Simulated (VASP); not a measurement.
Here is a VASP 6.6.1 calculation.

File INCAR:

```
SYSTEM = TePb
ALGO     = Normal         ! electronic algorithm
EDIFF    = 1E-7           ! SCF threshold, eV
ENCUT    = 520            ! plane-wave cutoff, eV
GGA      = PE             ! functional
ISIF     = 2              ! what is computed and relaxed
ISMEAR   = 0              ! smearing method
LASPH    = .True.         ! aspherical terms in the spheres
LCHARG   = .False.        ! write CHGCAR
LREAL    = .False.        ! projectors in reciprocal space
LWAVE    = .False.        ! write WAVECAR
NBANDS   = 17             ! bands
NELM     = 60             ! most SCF steps
PREC     = Accurate       ! precision mode
SIGMA    = 0.01           ! smearing width, eV
```

File KPOINTS:

```
k-points
0
Gamma
  3 3 3
  0 0 0
```

The input POSCAR:

```
TePb
1.0
    0.0000000000      3.2831912956      3.2831912956
    3.2831912956      0.0000000000      3.2831912956
    3.2831912956      3.2831912956      0.0000000000
Te Pb
1 1
Direct
    0.5000000000      0.5000000000      0.5000000000
    0.0000000000      0.0000000000      0.0000000000
```

Potentials or basis: VASP PAW PBE potentials, release 64 (Te, Pb_d).

Run with:

```sh
$ cat potpaw_PBE.64/Te/POTCAR potpaw_PBE.64/Pb_d/POTCAR > POTCAR
$ mpirun -np 1 vasp_std > vasp.out
```

(1) What does it give for the pressure?

Results:

(1) -0.1 GPa.

Caveat: the k points lie up to 0.55 Å⁻¹ apart.
